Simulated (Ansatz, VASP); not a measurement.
## W: VASP beside Ansatz

File INCAR:

```
PREC = Accurate
ENCUT = 520
EDIFF = 1E-6
ISMEAR = -1
SIGMA = 0.1
LREAL = False
LASPH = True
NELM = 100
ALGO = Normal
ISIF = 2
LWAVE = False
LCHARG = False
GGA = B5
ALDAX = 1.0
AGGAX = 1.0
AGGAC = 1.0
ALDAC = 0.0
NBANDS = 21
```

The input KPOINTS:

```
Automatic mesh
0
Gamma
  10 10 10
```

The input POSCAR:

```
W
1.0
    0.0000000000      3.0712612059      3.0712612059
    3.0712612059      0.0000000000      3.0712612059
    3.0712612059      3.0712612059      0.0000000000
W
2
Direct
    0.1250000000      0.1250000000      0.1250000000
    0.8750000000      0.8750000000      0.8750000000
```

Input for Ansatz:

```yaml
crystal:
  lattice:
    - [0.0, 3.0712612059, 3.0712612059]
    - [3.0712612059, 0.0, 3.0712612059]
    - [3.0712612059, 3.0712612059, 0.0]
  atoms:
    - { symbol: W, position: [0.125, 0.125, 0.125] }
    - { symbol: W, position: [0.875, 0.875, 0.875] }
hamiltonian:
  xc: blyp
  pseudopotentials:
    kind: paw
    azcp:
      W: "pseudopotentials/W.paw.azcp"
basis:
  ecutwfc: 420
  fft_grid_basis: typed
kpoints:
  mp_grid: { grid: [10, 10, 10], shift: [0, 0, 0] }
magnetization:
  spin_polarized: false
scf:
  occupations: { method: fermi_dirac, width: 0.1 }
  lower_state_search: "off"
output:
  stress: true
```

Alike in both runs: task single point; functional BLYP; k mesh 10 × 10 × 10; occupations fermi-dirac, width 0.1 eV; no spin polarisation.

|  | VASP | Ansatz |
| --- | --- | --- |
| version | VASP 6.6.1 | Ansatz 0.2.0 |
| potentials or method | VASP PAW PBE potentials, release 64 (W_sv), cutoff 520 eV | plane waves (420 eV) with PAW, scalar-relativistic |
| valence electrons in the cell | 28 | 28 |

```tsv
	VASP	Ansatz	Ansatz less VASP
pressure (GPa)	-9.4	-9.9	-0.46
```

VASP's potentials were made for PBE, not for BLYP. The functional is the same, so the differences come from potentials, cutoffs and numerics.

Neither program's run includes spin-orbit coupling.
